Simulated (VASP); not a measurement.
# WSe2 in VASP: notebook, part 2 of 2

VASP 6.6.1.

## 3. Relaxation of shape and atoms at fixed volume, PBE+D3(BJ) (18.07 Å³/atom)

This run uses another cell than the first one, of 18.07 Å³/atom.

The input, INCAR:

```
ALGO = Normal
EDIFF = 1E-7
EDIFFG = -0.01
ENCUT = 600
GGA = PE
IBRION = 2
ISIF = 4
ISMEAR = 0
IVDW = 12
LASPH = T
LCHARG = F
LREAL = F
LWAVE = F
NELM = 60
NSW = 50
PREC = Accurate
SIGMA = 0.02
```

The input, KPOINTS:

```
k-points
0
Gamma
  9 9 2
```

The input, POSCAR:

```
WSe2
1.0
    3.2027349263      0.0000000000      0.0000000000
   -1.6013674632      2.7736498078      0.0000000000
    0.0000000000      0.0000000000     12.2061989195
W Se
2 4
Direct
    0.6666666667      0.3333333333      0.2500321353
    0.3333333333      0.6666666667      0.7499678647
    0.3333333333      0.6666666667      0.3869514868
    0.6666666667      0.3333333333      0.8868883230
    0.3333333333      0.6666666667      0.1131116770
    0.6666666667      0.3333333333      0.6130485132
```

Potentials or basis: VASP PAW PBE potentials, release 64 (W_sv, Se).

Command:

```
$ cat potpaw_PBE.64/W_sv/POTCAR potpaw_PBE.64/Se/POTCAR > POTCAR
$ mpirun -np 1 vasp_std > vasp.out
```

OUTCAR:

```text
EDIFF = 1E-7
   EDIFFG = -0.01
   ENCUT = 600
   GGA = PE
   IBRION = 2
   ISIF = 4
   ISMEAR = 0
   IVDW = 12
   LASPH = T
   LREAL = F
   NELM = 60
   NSW = 50
   PREC = Accurate
 IVDW          = 12

 ion  position               nearest neighbor table
   1  0.667  0.333  0.250-   3 2.49   3 2.49   3 2.49   5 2.49   5 2.49   5 2.49
   2  0.333  0.667  0.750-   6 2.49   6 2.49   6 2.49   4 2.49   4 2.49   4 2.49
   3  0.333  0.667  0.387-   1 2.49   1 2.49   1 2.49
   4  0.667  0.333  0.887-   2 2.49   2 2.49   2 2.49
   5  0.333  0.667  0.113-   1 2.49   1 2.49   1 2.49
   6  0.667  0.333  0.613-   2 2.49   2 2.49   2 2.49

  LATTYP: Found a hexagonal cell.
 ALAT       =     3.2027349263
 C/A-ratio  =     3.8111798823

  Lattice vectors:

 A1 = (   3.2027349263,   0.0000000000,   0.0000000000)
 A2 = (  -1.6013674632,   2.7736498078,   0.0000000000)
 A3 = (   0.0000000000,   0.0000000000,  12.2061989195)

Analysis of symmetry for initial positions (statically):
=====================================================================
 Subroutine PRICEL returns:
 Original cell was already a primitive cell.

 Routine SETGRP: Setting up the symmetry group for a
 hexagonal supercell.

 Subroutine GETGRP returns: Found 12 space group operations
 (whereof 12 operations were pure point group operations)
 out of a pool of 24 trial point group operations.

The static configuration has the point symmetry D_3d.

Analysis of symmetry for dynamics (positions and initial velocities):
=====================================================================
 Subroutine PRICEL returns:
 Original cell was already a primitive cell.

 Routine SETGRP: Setting up the symmetry group for a
 hexagonal supercell.

 Subroutine GETGRP returns: Found 12 space group operations
 (whereof 12 operations were pure point group operations)
 out of a pool of 24 trial point group operations.

The dynamic configuration has the point symmetry D_3d.

 Subroutine INISYM returns: Found 12 space group operations
 (whereof 12 operations are pure point group operations),
 and found     1 'primitive' translations
[... 98 lines left out ...]
   LSORBIT =      F    spin-orbit coupling
   LASPH  =      T    aspherical Exc in radial PAW
   ENCUT  =  600.0 eV  44.10 Ry    6.64 a.u.   6.40  6.40 24.38*2*pi/ulx,y,z
   NELM   =     60;   NELMIN=  2; NELMDL= -5     # of ELM steps
   EDIFF  = 0.1E-06   stopping-criterion for ELM
   LREAL  =      F    real-space projection
   EDIFFG = -.1E-01   stopping-criterion for IOM
   NSW    =     50    number of steps for IOM
   IBRION =      2    ionic relax: 0-MD 1-quasi-New 2-CG
   NFREE  =      1    steps in history (QN), initial steepest desc. (CG)
   ISIF   =      4    stress and relaxation
   ISYM   =      2    0-nonsym 1-usesym 2-fastsym
   POTIM  = 0.5000    time-step for ionic-motion
   TEBEG  =    0.0;   TEEND  =   0.0 temperature during run
   PSTRESS=    0.0 pullay stress
   NELECT =      52.0000    total number of electrons
   NUPDOWN=      -1.0000    fix difference up-down
   EMIN   =  10.00;   EMAX   =-10.00  energy-range for DOS
   EFERMI =   0.00;   METHOD = LEGACY
   ISMEAR =     0;   SIGMA  =   0.02  broadening in eV -4-tet -1-fermi 0-gaus
   EFERMI_NEDOS =   21; number of points for ismear=-14 and -15
   IALGO  =     38    algorithm
   IMIX   =      4    mixing-type and parameters
     AMIX     =   0.40;   BMIX     =  1.00
     AMIX_MAG =   1.60;   BMIX_MAG =  1.00
  volume/ion in A,a.u.               =      18.07       121.95
  Fermi-wavevector in a.u.,A,eV,Ry     =   1.281420  2.421533 22.341282  1.642038
  Thomas-Fermi vector in A             =   2.413791
   LORBIT       =      0    0 simple, 1 ext, 2 COOP (PROOUT), +10 PAW based schemes
   GGA     = PE    functional components
   LHFCALC =     F    Hartree Fock is set to
   AEXX    =    0.0000 exact exchange contribution
   IVDW    =    12    specifies the selected vdW correction
   LEPSILON=     F    determine dielectric tensor
   LRPA    =     F    only Hartree local field effects (RPA)
 conjugate gradient relaxation of ions
 non-spin polarized calculation
 Gauss-broadening in eV      SIGMA  =   0.02
  energy-cutoff  :      600.00
  volume of cell :      108.43
 maximum number of plane-waves:      3643
 NGX is ok and might be reduce to    28
   NGX = 13   NGY = 13   NGZ = 49

--------------------------------------- Ionic step        1  -------------------------------------------

 number of electron      51.9999999 magnetization

 Free energy of the ion-electron system (eV)
  ---------------------------------------------------
  ext. energy  EPLUGINS =         0.00000000
  ---------------------------------------------------
  free energy    TOTEN  =       -42.53412171 eV

  energy without entropy =      -42.53412171  energy(sigma->0) =      -42.53412171

------------------------ aborting loop because EDIFF is reached ----------------------------------------

 Edisp (eV)   -3.14693

 E8    (eV) :    -1.4045
[... 167 lines left out ...]
--------------------------------------- Ionic step        5  -------------------------------------------

 number of electron      52.0000003 magnetization

 Free energy of the ion-electron system (eV)
  ---------------------------------------------------
  ext. energy  EPLUGINS =         0.00000000
  ---------------------------------------------------
  free energy    TOTEN  =       -42.56871615 eV

  energy without entropy =      -42.56871615  energy(sigma->0) =      -42.56871615

 E-fermi :   8.0416     XC(G=0): -11.4640

 val. band max:        7.7974002636   @ k =   0.0000   0.0000   0.0000
 cond. band min:       8.5026810517   @ k =   0.2222   0.1111   0.0000
 fundamental gap:      0.7052807880
 Fermi energy:         8.0415848992

 k-point     1 :       0.0000    0.0000    0.0000
  band No.  band energies     occupation
      1     -66.6023      2.00000
      2     -66.6023      2.00000
      3     -30.9074      2.00000
      4     -30.9073      2.00000
      5     -30.7067      2.00000
      6     -30.7067      2.00000
[... 842 lines left out ...]
  FREE ENERGIE OF THE ION-ELECTRON SYSTEM (eV)
  ---------------------------------------------------
  free  energy   TOTEN  =       -45.7173457918 eV

  energy  without entropy=      -45.7173457918  energy(sigma->0) =      -45.71734579

 reached required accuracy - stopping structural energy minimisation
```

It took 3.8 min on 1 thread of Intel Xeon 6975P-C (Granite Rapids), shared host; peak memory 0.33 GiB.

What came out:

```
Free energy                  : -45.7173 eV
Energy gained by relaxing    : 6.0 meV/atom
Ionic steps                  : 5
Pressure after relaxing      : 7.3 GPa
Largest force after relaxing : 0.005 eV/Å
Band gap on the k mesh       : 0.71 eV (least direct gap 1.43 eV)
Dispersion energy per atom   : -0.525 eV
```

Forces on the atoms (eV/Å):
```
W    0.000  0.000 -0.001
W    0.000  0.000  0.001
Se   0.000  0.000  0.004
Se   0.000  0.000  0.005
Se   0.000  0.000 -0.005
Se   0.000  0.000 -0.004
```

Step by step:
| step | energy change (eV) | largest force (eV/Å) | pressure (GPa) | volume (Å³) |
| --- | --- | --- | --- | --- |
| 1 | 0.0000 | 0.6067 | 10.33 | 108.43 |
| 2 | -0.0272 | 0.0901 | 7.21 | 108.43 |
| 3 | -0.0293 | 0.0554 | 7.86 | 108.43 |
| 4 | -0.0355 | 0.0225 | 7.50 | 108.43 |
| 5 | -0.0363 | 0.0051 | 7.33 | 108.43 |

Final structure:
```
CELL_PARAMETERS angstrom
3.21130 0.00000 0.00000
-1.60565 2.78106 0.00000
0.00000 0.00000 12.14121
ATOMIC_POSITIONS crystal
W 0.66667 0.33333 0.25002
W 0.33333 0.66667 0.74998
Se 0.33333 0.66667 0.38958
Se 0.66667 0.33333 0.88953
Se 0.33333 0.66667 0.11047
Se 0.66667 0.33333 0.61042
```

Levels at points of the mesh, in eV from the valence-band top:
```csv
k point,band 23,band 24,band 25,band 26,band 27,band 28,band 29,band 30
"(0.00, 0.00, 0.00)",-1.46,-1.46,-0.59,0.00,2.52,2.52,2.59,2.59
"(0.00, 0.00, 0.50)",-1.54,-1.54,-0.15,-0.14,2.55,2.55,2.56,2.56
```

Caveat: spin-orbit coupling is left out, which moves the levels of the heavy elements; an odd mesh through Γ misses points on the zone boundary, where band edges can lie.

## 4. Relaxation of shape and atoms at fixed volume, PBE+D3(BJ) (18.67 Å³/atom)

This run uses another cell than the first one, of 18.67 Å³/atom.

The input, INCAR:

```
ALGO = Normal ; EDIFF = 1E-6
EDIFFG = -0.01 ; ENCUT = 600
GGA = PE ; IBRION = 2
ISIF = 4 ; ISMEAR = 0
IVDW = 12 ; LASPH = True
LCHARG = False ; LREAL = False
LWAVE = False ; NELM = 60
NSW = 50 ; PREC = Accurate
SIGMA = 0.02
```

KPOINTS is that of step 3.

The input, POSCAR:

```
WSe2
1.0
    3.2267219998      0.0000000000      0.0000000000
   -1.6133609999      2.7944232227      0.0000000000
    0.0000000000      0.0000000000     12.4218361386
W Se
2 4
Direct
    0.6666666667      0.3333333333      0.2500108211
    0.3333333333      0.6666666667      0.7499891789
    0.3333333333      0.6666666667      0.3843686753
    0.6666666667      0.3333333333      0.8843472903
    0.3333333333      0.6666666667      0.1156527097
    0.6666666667      0.3333333333      0.6156313247
```

Command:

```
$ cat potpaw_PBE.64/W_sv/POTCAR potpaw_PBE.64/Se/POTCAR > POTCAR
$ mpirun -np 1 vasp_std > vasp.out
```

Run time: 3.3 min. Hardware: 1 thread of Intel Xeon 6975P-C (Granite Rapids), shared host; peak memory 0.33 GiB.

The run converged. Its results:

```yaml
Free_energy: -45.8448 eV
Energy_gained_by_relaxing: 6.2 meV/atom
Ionic_steps: 5
Pressure_after_relaxing: 4.2 GPa
Largest_force_after_relaxing: 0.006 eV/Å
Band_gap_on_the_k_mesh: 0.80 eV (least direct gap 1.60 eV)
Dispersion_energy_per_atom: -0.507 eV
```

Forces on the atoms (eV/Å):
```
W    0.000  0.000  0.000
W    0.000  0.000  0.000
Se   0.000  0.000  0.005
Se   0.000  0.000  0.006
Se   0.000  0.000 -0.006
Se   0.000  0.000 -0.005
```

The path:
| step | energy change (eV) | largest force (eV/Å) | pressure (GPa) | volume (Å³) |
| --- | --- | --- | --- | --- |
| 1 | 0.0000 | 0.5869 | 7.31 | 112.01 |
| 2 | -0.0272 | 0.0569 | 4.41 | 112.01 |
| 3 | -0.0285 | 0.0544 | 4.91 | 112.01 |
| 4 | -0.0359 | 0.0252 | 4.51 | 112.01 |
| 5 | -0.0372 | 0.0056 | 4.24 | 112.01 |

Final structure:
```
W Se
1.0
     3.23831    0.00000    0.00000
    -1.61916    2.80446    0.00000
     0.00000    0.00000   12.33308
W Se
2 4
Direct
  0.66667 0.33333 0.25001
  0.33333 0.66667 0.74999
  0.33333 0.66667 0.38714
  0.66667 0.33333 0.88712
  0.33333 0.66667 0.11288
  0.66667 0.33333 0.61286
```

Levels at points of the mesh, in eV from the valence-band top:
```csv
k point,band 22,band 23,band 24,band 25,band 26,band 27,band 28,band 29,band 30,band 31
"(0.00, 0.00, 0.00)",-1.47,-1.47,-1.47,-0.71,0.00,2.57,2.57,2.59,2.59,2.70
"(0.00, 0.00, 0.50)",-1.53,-1.53,-1.53,-0.17,-0.17,2.57,2.57,2.57,2.57,2.85
```

Caveat: spin-orbit coupling is left out, which moves the levels of the heavy elements; an odd mesh through Γ misses points on the zone boundary, where band edges can lie.

## 5. Summary

| cell | gap on the mesh (eV) | pressure (GPa) | largest force (eV/Å) |
| --- | --- | --- | --- |
| relaxed from a = 3.175, b = 3.175, c = 12.012 Å, angles 90.0, 90.0, 120.0°, 6 atoms, atomic positions A | 0.60 | 11.3 | - |
| relaxed from a = 3.203, b = 3.203, c = 12.206 Å, angles 90.0, 90.0, 120.0°, 6 atoms, atomic positions B | 0.71 | 7.3 | 0.01 |
| relaxed from a = 3.227, b = 3.227, c = 12.422 Å, angles 90.0, 90.0, 120.0°, 6 atoms, atomic positions C | 0.80 | 4.2 | 0.01 |

Alike in all rows: task relaxation of shape and atoms at fixed volume; level PBE+D3(BJ); potentials or basis VASP PAW PBE potentials, release 64 (W_sv, Se); no spin polarisation; k mesh 9 × 9 × 2; cutoff (eV) 600; smearing gaussian 0.02 eV.

Caveats: spin-orbit coupling is left out, which moves the levels of the heavy elements; an odd mesh through Γ misses points on the zone boundary, where band edges can lie.

Total energies depend on the potentials used, so only differences within one code and one set of settings carry meaning.
